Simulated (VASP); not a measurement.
Nb4GaSe8:

```
CELL_PARAMETERS angstrom
0.00000 5.21000 5.21000
5.21000 0.00000 5.21000
5.21000 5.21000 0.00000
ATOMIC_POSITIONS crystal
Nb 0.39690 0.39690 0.39690
Nb 0.80930 0.39690 0.39690
Nb 0.39690 0.39690 0.80930
Nb 0.39690 0.80930 0.39690
Ga 0.00000 0.00000 0.00000
Se 0.63570 0.63570 0.63570
Se 0.09290 0.63570 0.63570
Se 0.63570 0.63570 0.09290
Se 0.63570 0.09290 0.63570
Se 0.13440 0.13440 0.13440
Se 0.59680 0.13440 0.13440
Se 0.13440 0.13440 0.59680
Se 0.13440 0.59680 0.13440
```

```yaml
Program: VASP 6.6.1
Task: relaxation of cell and atoms
Functional: PBEsol
Potentials_or_basis: VASP PAW PBE potentials, release 64 (Nb_sv, Ga_d, Se)
Cutoff: 600 eV
k_mesh: 6 × 6 × 6
Occupations: methfessel-paxton, width 0.1 eV
Spin: no spin polarisation
```

At the start: pressure -1.6 GPa; volume 21.76 Å³/atom.

How do energy, volume and symmetry change on relaxing?

Over 6 steps the energy falls by 2.2 meV/atom and the volume is 21.41 Å³/atom (-1.6 %); space group F-43m (No. 216, to 0.1 Å) before and after.

Step by step:
```tsv
step	energy change (eV)	largest force (eV/Å)	pressure (GPa)	volume (Å³)
1	0.0000	0.2310	-1.60	282.84
2	0.0187	0.5275	2.36	274.02
3	-0.0235	0.1551	0.02	279.02
4	-0.0282	0.0571	0.01	278.59
5	-0.0288	0.0560	0.01	278.37
6	-0.0292	0.0066	0.00	278.39
```

Final structure:
```
Nb Ga Se
1.0
     0.00000    5.18254    5.18254
     5.18254    0.00000    5.18254
     5.18254    5.18254    0.00000
Nb Ga Se
4 1 8
Direct
  0.39698 0.39698 0.39698
  0.80907 0.39698 0.39698
  0.39698 0.39698 0.80907
  0.39698 0.80907 0.39698
  0.00000 0.00000 0.00000
  0.63596 0.63596 0.63596
  0.09212 0.63596 0.63596
  0.63596 0.63596 0.09212
  0.63596 0.09212 0.63596
  0.13534 0.13534 0.13534
  0.59399 0.13534 0.13534
  0.13534 0.13534 0.59399
  0.13534 0.59399 0.13534
```

Caveat: the PAW data sets were made with another functional, which shifts forces and pressure a little.
